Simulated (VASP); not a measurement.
# Mg2CdS3 in VASP: further runs

Mg2CdS3 is run at these levels: PBE; tasks: single point.

Program: VASP 6.6.1. These are calculated values, not measurements. Logs are shortened: lines on timing, memory, paths and dates and some standing lists are left out, and cuts for length are marked.

### 1 The cell of the first run

It takes space group P-3m1 (No. 164, trigonal). The conventional cell has a = 3.764 Å, b = 3.764 Å, c = 9.233 Å, α = 90.00°, β = 90.00°, γ = 120.00°. Within 3.5 Å of Mg (site symmetry 3m) lie 6 S at 2.63 to 2.64 Å. Within 3.6 Å of Cd (site symmetry -3m) lie 6 S at 2.72 Å. S (site symmetry -3m) has 6 Mg at 2.64 Å within 3.5 Å. S (site symmetry 3m) has 3 Mg at 2.63 Å and 3 Cd at 2.72 Å within 3.5 Å.

### 2 Single point, PBE

File INCAR:

```
SYSTEM = Mg2CdS3
ALGO = Normal ; EDIFF = 1E-7
ENCUT = 520 ; GGA = PE
ISIF = 2 ; ISMEAR = 0
LASPH = .True. ; LCHARG = .False.
LREAL = .False. ; LWAVE = .False.
NBANDS = 46 ; NELM = 60
PREC = Accurate ; SIGMA = 0.1
```

File KPOINTS:

```
k-points
0
Gamma
  4 2 2
  0 0 0
```

File POSCAR:

```
Mg2CdS3
1.0
    3.7640498190      0.0000000000      0.0000000000
    0.0000000000      6.5195255288      0.0000000000
    0.0000000000      0.0000000000      9.2328715362
Mg Cd S
4 2 6
Direct
    0.0000000000      0.3333333333      0.6620651728
    0.5000000000      0.8333333333      0.6620651728
    0.5000000000      0.1666666667      0.3379348272
    0.0000000000      0.6666666667      0.3379348272
    0.5000000000      0.5000000000      0.0000000000
    0.0000000000      1.0000000000      1.0000000000
    1.0000000000      0.0000000000      0.5000000000
    0.5000000000      0.5000000000      0.5000000000
    0.0000000000      0.3333333333      0.1779025314
    0.5000000000      0.8333333333      0.1779025314
    0.5000000000      0.1666666667      0.8220974686
    0.0000000000      0.6666666667      0.8220974686
```

Potentials or basis: VASP PAW PBE potentials, release 64 (Mg, Cd, S).

Run with:

```
> cat potpaw_PBE.64/Mg/POTCAR potpaw_PBE.64/Cd/POTCAR potpaw_PBE.64/S/POTCAR > POTCAR
> mpirun -np 1 vasp_std > vasp.out
```

OUTCAR:

```text
SYSTEM = Mg2CdS3
   EDIFF = 1E-7
   ENCUT = 520
   GGA = PE
   ISIF = 2
   ISMEAR = 0
   LASPH = .True.
   LREAL = .False.
   NELM = 60
   PREC = Accurate

 ion  position               nearest neighbor table
   1  0.000  0.333  0.662-  11 2.63  11 2.63  12 2.63   7 2.64   8 2.64   8 2.64
   2  0.500  0.833  0.662-  12 2.63  12 2.63  11 2.63   8 2.64   7 2.64   7 2.64
   3  0.500  0.167  0.338-   9 2.63   9 2.63  10 2.63   8 2.64   7 2.64   7 2.64
   4  0.000  0.667  0.338-  10 2.63  10 2.63   9 2.63   7 2.64   8 2.64   8 2.64
   5  0.500  0.500  0.000-  10 2.72  11 2.72   9 2.72  12 2.72   9 2.72  12 2.72   6 3.76   6 3.76
                             6 3.76   6 3.76
   6  0.000  0.000  0.000-   9 2.72  12 2.72  11 2.72  10 2.72  10 2.72  11 2.72   5 3.76   5 3.76
                             5 3.76   5 3.76
   7  0.000  0.000  0.500-   1 2.64   4 2.64   3 2.64   2 2.64   2 2.64   3 2.64
   8  0.500  0.500  0.500-   2 2.64   3 2.64   1 2.64   4 2.64   1 2.64   4 2.64
   9  0.000  0.333  0.178-   3 2.63   3 2.63   4 2.63   6 2.72   5 2.72   5 2.72
  10  0.500  0.833  0.178-   4 2.63   4 2.63   3 2.63   5 2.72   6 2.72   6 2.72
  11  0.500  0.167  0.822-   1 2.63   1 2.63   2 2.63   5 2.72   6 2.72   6 2.72
  12  0.000  0.667  0.822-   2 2.63   2 2.63   1 2.63   6 2.72   5 2.72   5 2.72

  LATTYP: Found a simple orthorhombic cell.
 ALAT       =     3.7640498190
 B/A-ratio  =     1.7320508076
 C/A-ratio  =     2.4529089625

  Lattice vectors:

 A1 = (   3.7640498190,   0.0000000000,   0.0000000000)
 A2 = (   0.0000000000,   6.5195255288,   0.0000000000)
 A3 = (   0.0000000000,   0.0000000000,   9.2328715362)

Analysis of symmetry for initial positions (statically):
=====================================================================
 Subroutine PRICEL returns following result:

  LATTYP: Found a hexagonal cell.
 ALAT       =     3.7640498190
 C/A-ratio  =     2.4529089625

  Lattice vectors:

 A1 = (  -3.7640498190,  -0.0000000000,   0.0000000000)
 A2 = (   1.8820249095,  -3.2597627644,   0.0000000000)
 A3 = (   0.0000000000,   0.0000000000,   9.2328715362)

   2 primitive cells build up your supercell.

 Routine SETGRP: Setting up the symmetry group for a
 simple orthorhombic supercell.

 Subroutine GETGRP returns: Found  4 space group operations
 (whereof  4 operations were pure point group operations)
 out of a pool of  8 trial point group operations.

The static configuration has the point symmetry C_2h.

Analysis of symmetry for dynamics (positions and initial velocities):
=====================================================================
 Subroutine PRICEL returns following result:

  LATTYP: Found a hexagonal cell.
 ALAT       =     3.7640498190
 C/A-ratio  =     2.4529089625

  Lattice vectors:

 A1 = (  -3.7640498190,  -0.0000000000,   0.0000000000)
 A2 = (   1.8820249095,  -3.2597627644,   0.0000000000)
 A3 = (   0.0000000000,   0.0000000000,   9.2328715362)

   2 primitive cells build up your supercell.

 Routine SETGRP: Setting up the symmetry group for a
 simple orthorhombic supercell.

 Subroutine GETGRP returns: Found  4 space group operations
 (whereof  4 operations were pure point group operations)
 out of a pool of  8 trial point group operations.

The dynamic configuration has the point symmetry C_2h.

 Subroutine INISYM returns: Found  4 space group operations
 (whereof  4 operations are pure point group operations),
 and found     2 'primitive' translations

----------------------------------------------------------------------------------------

                                     Primitive cell

  volume of cell :     113.2865

  direct lattice vectors                    reciprocal lattice vectors
    -3.764049819 -0.000000000  0.000000000    -0.265671298 -0.153385395  0.000000000
     1.882024910 -3.259762764  0.000000000     0.000000000 -0.306770790  0.000000000
     0.000000000  0.000000000  9.232871536     0.000000000  0.000000000  0.108308666

  length of vectors
     3.764049819  3.764049819  9.232871536     0.306770790  0.306770790  0.108308666

  position of ions in fractional coordinates (direct lattice)
     0.666666667  0.333333333  0.662065173
     0.333333333  0.666666667  0.337934827
     0.000000000  0.000000000  0.000000000
     0.000000000  0.000000000  0.500000000
     0.666666667  0.333333333  0.177902531
     0.333333333  0.666666667  0.822097469

  ion indices of the primitive-cell ions
   primitive index   ion index
                 1           1
                 2           4
                 3           6
                 4           7
                 5           9
                 6          12

----------------------------------------------------------------------------------------

 KPOINTS: k-points

Automatic generation of k-mesh.
 Grid dimensions read from file:
 generate k-points for:    4    2    2

 Generating k-lattice:

  Cartesian coordinates                     Fractional coordinates (reciprocal lattice)
     0.066417824  0.000000000  0.000000000     0.250000000  0.000000000  0.000000000
     0.000000000  0.076692698  0.000000000     0.000000000  0.500000000  0.000000000
     0.000000000  0.000000000  0.054154333     0.000000000  0.000000000  0.500000000

  Length of vectors
     0.066417824  0.076692698  0.054154333

  Shift w.r.t. Gamma in fractional coordinates (k-lattice)
     0.000000000  0.000000000  0.000000000

 Subroutine IBZKPT returns following result:
 ===========================================

 Found     12 irreducible k-points:

 Following reciprocal coordinates:
            Coordinates               Weight
  0.000000  0.000000  0.000000      1.000000
  0.250000  0.000000  0.000000      2.000000
  0.500000  0.000000  0.000000      1.000000
  0.000000  0.500000  0.000000      1.000000
  0.250000  0.500000  0.000000      2.000000
  0.500000  0.500000  0.000000      1.000000
  0.000000  0.000000  0.500000      1.000000
  0.250000  0.000000  0.500000      2.000000
  0.500000  0.000000  0.500000      1.000000
  0.000000  0.500000  0.500000      1.000000
  0.250000  0.500000  0.500000      2.000000
  0.500000  0.500000  0.500000      1.000000
   k-points           NKPTS =     12   k-points in BZ     NKDIM =     12   number of bands    NBANDS=     46
   number of dos      NEDOS =    301   number of ions     NIONS =     12
   total plane-waves  NPLWV =  94080
   dimension x,y,z NGX =    28 NGY =   48 NGZ =   70
   dimension x,y,z NGXF=    56 NGYF=   96 NGZF=  140
   ions per type =               4   2   6
   NGX,Y,Z   is equivalent  to a cutoff of  12.37, 12.24, 12.60 a.u.
   NGXF,Y,Z  is equivalent  to a cutoff of  24.73, 24.48, 25.21 a.u.
 SYSTEM =  Mg2CdS3
   PREC   = accura    normal or accurate (medium, high low for compatibility)
   ISTART =      0    job   : 0-new  1-cont  2-samecut
   ICHARG =      2    charge: 1-file 2-atom 10-const
   ISPIN  =      1    spin polarized calculation?
   LNONCOLLINEAR =      F non collinear calculations
   LSORBIT =      F    spin-orbit coupling
   LASPH  =      T    aspherical Exc in radial PAW
   ENCUT  =  520.0 eV  38.22 Ry    6.18 a.u.   7.00 12.12 17.17*2*pi/ulx,y,z
   NELM   =     60;   NELMIN=  2; NELMDL= -5     # of ELM steps
   EDIFF  = 0.1E-06   stopping-criterion for ELM
   LREAL  =      F    real-space projection
   EDIFFG = 0.1E-05   stopping-criterion for IOM
   NSW    =      0    number of steps for IOM
   IBRION =     -1    ionic relax: 0-MD 1-quasi-New 2-CG
   NFREE  =      0    steps in history (QN), initial steepest desc. (CG)
   ISIF   =      2    stress and relaxation
   ISYM   =      2    0-nonsym 1-usesym 2-fastsym
   POTIM  = 0.5000    time-step for ionic-motion
   TEBEG  =    0.0;   TEEND  =   0.0 temperature during run
   PSTRESS=    0.0 pullay stress
   NELECT =      68.0000    total number of electrons
   NUPDOWN=      -1.0000    fix difference up-down
   EMIN   =  10.00;   EMAX   =-10.00  energy-range for DOS
   EFERMI =   0.00;   METHOD = LEGACY
   ISMEAR =     0;   SIGMA  =   0.10  broadening in eV -4-tet -1-fermi 0-gaus
   EFERMI_NEDOS =   21; number of points for ismear=-14 and -15
   IALGO  =     38    algorithm
   IMIX   =      4    mixing-type and parameters
     AMIX     =   0.40;   BMIX     =  1.00
     AMIX_MAG =   1.60;   BMIX_MAG =  1.00
  volume/ion in A,a.u.               =      18.88       127.42
  Fermi-wavevector in a.u.,A,eV,Ry     =   1.096079  2.071288 16.345884  1.201389
  Thomas-Fermi vector in A             =   2.232414
   LORBIT       =      0    0 simple, 1 ext, 2 COOP (PROOUT), +10 PAW based schemes
   GGA     = PE    functional components
   LHFCALC =     F    Hartree Fock is set to
   AEXX    =    0.0000 exact exchange contribution
   IVDW    =     0    specifies the selected vdW correction
   LEPSILON=     F    determine dielectric tensor
   LRPA    =     F    only Hartree local field effects (RPA)
 non-spin polarized calculation
 Gauss-broadening in eV      SIGMA  =   0.10
  energy-cutoff  :      520.00
  volume of cell :      226.57
 maximum number of plane-waves:      6164
 NGX is ok and might be reduce to    28
   NGX = 13   NGY = 25   NGZ = 35

 number of electron      67.9999983 magnetization

 Free energy of the ion-electron system (eV)
  ---------------------------------------------------
  ext. energy  EPLUGINS =         0.00000000
  ---------------------------------------------------
  free energy    TOTEN  =       -45.48298037 eV

  energy without entropy =      -45.48298037  energy(sigma->0) =      -45.48298037

 E-fermi :   3.7494     XC(G=0):  -9.8742

 val. band max:        3.3017021223   @ k =   0.0000   0.0000   0.5000
 cond. band min:       4.9756640283   @ k =   0.5000   0.5000   0.0000
 fundamental gap:      1.6739619060
 Fermi energy:         3.7494160762

 k-point     1 :       0.0000    0.0000    0.0000
  band No.  band energies     occupation
      1      -9.3210      2.00000
      2      -8.5361      2.00000
      3      -8.4226      2.00000
      4      -8.2436      2.00000
      5      -8.0377      2.00000
      6      -7.8882      2.00000
[... 577 lines left out ...]
     45       9.7891      0.00000
     46       9.8002      0.00000

------------------------ aborting loop because EDIFF is reached ----------------------------------------

  FORCE on cell =-STRESS in cart. coord.  units (eV):
  Direction    XX          YY          ZZ          XY          YZ          ZX
  --------------------------------------------------------------------------------------
  -------------------------------------------------------------------------------------
  Total        0.2936483     -0.0949534     -0.1878014      0.0000000     -0.0870597      0.0000000
  in kB        2.0764905     -0.6714489     -1.3280098      0.0000000     -0.6156298      0.0000000
  external PRESSURE =       0.0256773 kB  Pullay stress =       0.0000000 kB

 VOLUME and BASIS-vectors are now :
 -----------------------------------------------------------------------------
  energy-cutoff  :      520.00
  volume of cell :      226.57
      direct lattice vectors                 reciprocal lattice vectors
     3.764049819  0.000000000  0.000000000     0.265671298  0.000000000  0.000000000
     0.000000000  6.519525529  0.000000000     0.000000000  0.153385395  0.000000000
     0.000000000  0.000000000  9.232871536     0.000000000  0.000000000  0.108308666

 POSITION                                       TOTAL-FORCE (eV/Angst)
 -----------------------------------------------------------------------------------
      0.00000      2.17318      6.11276        -0.000000     -0.000508      0.002822
      1.88202      5.43294      6.11276        -0.000000     -0.000508      0.002822
      1.88202      1.08659      3.12011        -0.000000      0.000508     -0.002822
      0.00000      4.34635      3.12011         0.000000      0.000508     -0.002822
      1.88202      3.25976      0.00000         0.000000      0.000000     -0.000000
      0.00000      0.00000      0.00000         0.000000      0.000000     -0.000000
      0.00000      0.00000      4.61644         0.000000      0.000000     -0.000000
      1.88202      3.25976      4.61644         0.000000      0.000000     -0.000000
      0.00000      2.17318      1.64255         0.000000     -0.000631      0.059739
      1.88202      5.43294      1.64255         0.000000     -0.000631      0.059739
      1.88202      1.08659      7.59032        -0.000000      0.000631     -0.059739
      0.00000      4.34635      7.59032        -0.000000      0.000631     -0.059739
 -----------------------------------------------------------------------------------
    total drift:                                0.000000      0.000000     -0.000000

  FREE ENERGIE OF THE ION-ELECTRON SYSTEM (eV)
  ---------------------------------------------------
  free  energy   TOTEN  =       -45.4829803723 eV

  energy  without entropy=      -45.4829803723  energy(sigma->0) =      -45.48298037
```

Run time: 78 s. Hardware: 1 thread of Intel Xeon 6975P-C (Granite Rapids), shared host; peak memory 0.35 GiB.

What came out:

- Free energy: -45.4830 eV
- Pressure: 0.0 GPa
- Largest force: 0.060 eV/Å
- Band gap on the k mesh: 1.67 eV

Forces in eV/Å, atoms in the order of the input:
```
Mg   0.000 -0.001  0.003
Mg   0.000 -0.001  0.003
Mg   0.000  0.001 -0.003
Mg   0.000  0.001 -0.003
Cd   0.000  0.000  0.000
Cd   0.000  0.000  0.000
S    0.000  0.000  0.000
S    0.000  0.000  0.000
S    0.000 -0.001  0.060
S    0.000 -0.001  0.060
S    0.000  0.001 -0.060
S    0.000  0.001 -0.060
```

Levels at points of the mesh, in eV from the valence-band top:
| k point | band 31 | band 32 | band 33 | band 34 | band 35 | band 36 | band 37 | band 38 |
| --- | --- | --- | --- | --- | --- | --- | --- | --- |
| (0.00, 0.00, 0.00) | -0.26 | -0.26 | -0.10 | -0.10 | 1.67 | 2.44 | 4.33 | 4.38 |
| (0.50, 0.00, 0.00) | -1.33 | -1.33 | -0.39 | -0.39 | 3.09 | 3.09 | 4.26 | 4.26 |
| (0.00, 0.50, 0.00) | -0.38 | -0.38 | -0.31 | -0.31 | 3.37 | 3.37 | 4.56 | 4.56 |
| (0.50, 0.50, 0.00) | -1.02 | -1.02 | -0.61 | -0.61 | 1.67 | 1.67 | 4.38 | 4.38 |
| (0.00, 0.00, 0.50) | -0.35 | -0.31 | 0.00 | 0.00 | 2.41 | 3.33 | 3.53 | 4.09 |
| (0.50, 0.00, 0.50) | -1.11 | -1.11 | -0.90 | -0.90 | 3.44 | 3.44 | 4.80 | 4.80 |
| (0.00, 0.50, 0.50) | -0.73 | -0.73 | -0.17 | -0.17 | 3.44 | 3.44 | 4.45 | 4.45 |
| (0.50, 0.50, 0.50) | -0.35 | -0.35 | -0.31 | -0.31 | 2.41 | 2.41 | 3.32 | 3.32 |

Caveat: the k points lie up to 0.48 Å⁻¹ apart. A k mesh can miss the band edges.

### 3 Single point, PBE

File INCAR:

```
PREC     = Accurate       # precision mode
ENCUT    = 520            # plane-wave cutoff, eV
EDIFF    = 1E-6           # SCF threshold, eV
ISMEAR   = 0              # smearing method
SIGMA    = 0.1            # smearing width, eV
LREAL    = F              # projectors in reciprocal space
LASPH    = T              # aspherical terms in the spheres
NELM     = 80             # most SCF steps
ALGO     = Normal         # electronic algorithm
ISIF     = 2              # what is computed and relaxed
LWAVE    = F              # write WAVECAR
LCHARG   = F              # write CHGCAR
GGA      = PE             # functional
NBANDS   = 46             # bands
```

File KPOINTS:

```
Automatic mesh
0
Gamma
  4 2 2
```

File POSCAR:

```
Mg2CdS3
1.0
    3.7733842817      0.0002679070     -0.0000389836
    0.0001746634      6.5145110108     -0.0056749908
   -0.0001233359     -0.0079466119      9.2214948332
Mg Cd S
4 2 6
Direct
    0.0000311413      0.3331868904      0.6621435812
    0.4999445284      0.8332229382      0.6621280720
    0.4999731339      0.1668099179      0.3378428333
    0.0000665234      0.6667785519      0.3378870091
    0.4999768061      0.5000170143     -0.0000087526
    0.0000256258      0.9999819918      1.0000113592
    0.9999849808      0.0000164711      0.4999925079
    0.5000136431      0.5000006613      0.5000060920
    0.0000086999      0.3331779707      0.1780383815
    0.5000380377      0.8331622881      0.1780422028
    0.4999920813      0.1668207456      0.8219700544
   -0.0000552017      0.6668245589      0.8219466593
```

Potentials or basis: VASP PAW PBE potentials, release 64 (Mg, Cd, S).

Run with:

```
> cat potpaw_PBE.64/Mg/POTCAR potpaw_PBE.64/Cd/POTCAR potpaw_PBE.64/S/POTCAR > POTCAR
> mpirun -np 1 vasp_std > vasp.out
```

Wall time 64 s (1 thread of Intel Xeon 6975P-C (Granite Rapids), shared host); peak memory 0.34 GiB.

It converged, with:

- Free energy: -45.4838 eV
- Pressure: 0.0 GPa
- Largest force: 0.046 eV/Å
- Band gap on the k mesh: 1.67 eV

Forces on the atoms (eV/Å):
```
Mg   0.000  0.001 -0.007
Mg   0.000  0.000 -0.007
Mg   0.000 -0.001  0.007
Mg   0.000  0.000  0.006
Cd   0.000  0.000  0.000
Cd   0.000  0.000  0.000
S    0.000  0.000  0.000
S    0.000  0.000  0.000
S    0.000  0.001  0.046
S    0.000  0.001  0.046
S    0.000 -0.001 -0.046
S    0.000 -0.001 -0.046
```

Levels at points of the mesh, in eV from the valence-band top:
```tsv
k point	band 32	band 33	band 34	band 35	band 36	band 37
(0.00, 0.00, 0.00)	-0.25	-0.12	-0.10	1.67	2.44	4.32
(0.50, 0.00, 0.00)	-1.33	-0.39	-0.39	3.11	3.11	4.28
(0.00, 0.50, 0.00)	-0.40	-0.30	-0.30	3.37	3.37	4.55
(0.50, 0.50, 0.00)	-1.01	-0.61	-0.61	1.68	1.68	4.39
(0.00, 0.00, 0.50)	-0.30	-0.01	0.00	2.40	3.31	3.53
(0.50, 0.00, 0.50)	-1.09	-0.90	-0.90	3.44	3.44	4.81
(0.00, 0.50, 0.50)	-0.72	-0.18	-0.18	3.44	3.44	4.44
(0.50, 0.50, 0.50)	-0.34	-0.30	-0.30	2.42	2.42	3.33
```

Caveat: the k points lie up to 0.48 Å⁻¹ apart. A k mesh can miss the band edges.
